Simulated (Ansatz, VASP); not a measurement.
**GaP: VASP beside Ansatz**

File POSCAR:

```
GaP
1.0
    0.0000000000      2.7252500000      2.7252500000
    2.7252500000      0.0000000000      2.7252500000
    2.7252500000      2.7252500000      0.0000000000
Ga P
1 1
Direct
    0.0000000000      0.0000000000      0.0000000000
    0.2500000000      0.2500000000      0.2500000000
```

The input INCAR.step1:

```
SYSTEM = GaP
  PREC = Accurate
  ENCUT = 600
  ISMEAR = -1
  SIGMA = 0.02
  LREAL = .False.
  LASPH = .True.
  NELM = 60
  GGA = PE
  ALGO = Normal
  EDIFF = 1E-4
  LWAVE = .True.
  LCHARG = .False.
```

INCAR.step2

```
SYSTEM = GaP
  PREC = Accurate
  ENCUT = 600
  EDIFF = 1E-6
  ISMEAR = -1
  SIGMA = 0.02
  LREAL = .False.
  LASPH = .True.
  NELM = 60
  ALGO = Normal
  ISIF = 3
  LWAVE = .False.
  LCHARG = .False.
  METAGGA = R2SCAN
  LMIXTAU = .True.
  IBRION = 2
  NSW = 80
  EDIFFG = -0.01
  ISTART = 1
```

KPOINTS

```
Automatic mesh
0
Gamma
  8 8 8
  0 0 0
```

Input for Ansatz:

```yaml
crystal:
  lattice:
    - [0.0, 2.72525, 2.72525]
    - [2.72525, 0.0, 2.72525]
    - [2.72525, 2.72525, 0.0]
  atoms:
    - { symbol: Ga, position: [0.0, 0.0, 0.0] }
    - { symbol: P, position: [0.25, 0.25, 0.25] }
  symmetry: { tolerance: 0.0003 }
hamiltonian:
  xc: r2scan
  pseudopotentials: { kind: paw, azcp: { folder: soft_1 } }
basis:
  ecutwfc: 500
magnetization:
  spin_polarized: false
scf:
  occupations: { method: fermi_dirac, width: 0.02 }
kpoints:
  mp_grid: { grid: [8, 8, 8], shift: [0, 0, 0] }
output:
  forces: true
  stress: true
  eigenvalues: true
relax:
  max_steps: 60
  cell: {}
```

Alike in both runs: task relaxation of cell and atoms; functional r2SCAN; k mesh 8 × 8 × 8; occupations fermi-dirac, width 0.02 eV; no spin polarisation.

|  | VASP | Ansatz |
| --- | --- | --- |
| version | VASP 6.6.1 | Ansatz 0.2.0 |
| potentials or method | VASP PAW PBE potentials, release 64 (Ga_d, P), cutoff 600 eV | PAW plane waves |
| valence electrons in the cell | 18 | 18 |

|  | VASP | Ansatz | Ansatz less VASP |
| --- | --- | --- | --- |
| gap on the k mesh at the Fermi level, each at its own relaxed structure (eV) | 1.90 | 1.90 | -0.005 |
| relaxed volume (Å³/atom) | 20.24 | 20.25 | +0.010 |
| relaxed cell length with the largest relative difference (Å) | 3.854 | 3.855 | +0.0007 |

VASP's potentials were made for PBE, not for r2SCAN.

Noted on VASP's run: the relaxation stopped at its first step, so nothing moved.
